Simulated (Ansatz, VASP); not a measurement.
# One calculation of MgO, two programs

INCAR

```
ALGO = Normal ; EDIFF = 1E-6
ENCUT = 520 ; GGA = CA
ISIF = 2 ; ISMEAR = 0
LASPH = True ; LCHARG = False
LREAL = False ; LWAVE = False
NBANDS = 11 ; NELM = 60
PREC = Accurate ; SIGMA = 0.01
```

KPOINTS

```
k-points
0
Gamma
  10 10 10
```

File POSCAR:

```
MgO
1.0
    0.0000000000      2.0795922133      2.0899901744
    2.0795922133      0.0000000000      2.0899901744
    2.0795922133      2.0795922133      0.0000000000
Mg O
1 1
Direct
    0.0000000000      0.0000000000      0.0000000000
    0.5000000000      0.5000000000      0.5000000000
```

Input for Ansatz:

```yaml
crystal:
  lattice:
    - [0.0, 2.0795922133, 2.08999017437]
    - [2.0795922133, 0.0, 2.08999017437]
    - [2.0795922133, 2.0795922133, 0.0]
  atoms:
    - { symbol: Mg, position: [0.0, 0.0, 0.0] }
    - { symbol: O, position: [0.5, 0.5, 0.5] }
kpoints:
  mp_grid: { grid: [10, 10, 10] }
scf:
  occupations: { method: fixed }
  convergence: { dr2_threshold: 1.0e-10 }
hamiltonian:
  xc: lda
  pseudopotentials: { kind: all_electron, lapw: { basis_error: 0.0005 } }
output:
  forces: true
  stress: true
  eigenstates:
    kpoints:
      - [0.0, 0.0, 0.0]
      - [-0.5, 0.0, -0.5]
      - [0.0, -0.5, -0.5]
      - [-0.5, -0.5, 0.0]
      - [-0.5, 0.0, 0.0]
      - [0.0, -0.5, 0.0]
      - [0.0, 0.0, -0.5]
      - [-0.5, -0.5, -0.5]
  eigenvalues: true
```

Change from the starting cell: z stretched by +0.5 %, x and y held.

Alike in both runs: task single point; functional LDA; k mesh 10 × 10 × 10; no spin polarisation.

```csv
,VASP,Ansatz
version,VASP 6.6.1,Ansatz 0.2.0
potentials or method,"VASP PAW LDA potentials, release 64 (Mg, O), cutoff 520 eV","all-electron LAPW, scalar-relativistic"
occupations,"gaussian, width 0.01 eV",fixed
```

```tsv
	VASP	Ansatz	Ansatz less VASP
gap on the k mesh at the Fermi level (eV)	4.98	4.98	+0.001
pressure (GPa)	-2.5	-0.6	+1.94
traceless stress, the component that is largest in VASP (GPa)	-0.74	-0.74	+0.001
```

LDA's correlation is that of Perdew and Zunger in VASP and of Perdew and Wang (1992) in Ansatz. Ansatz ran all-electron here, and VASP with PAW potentials.
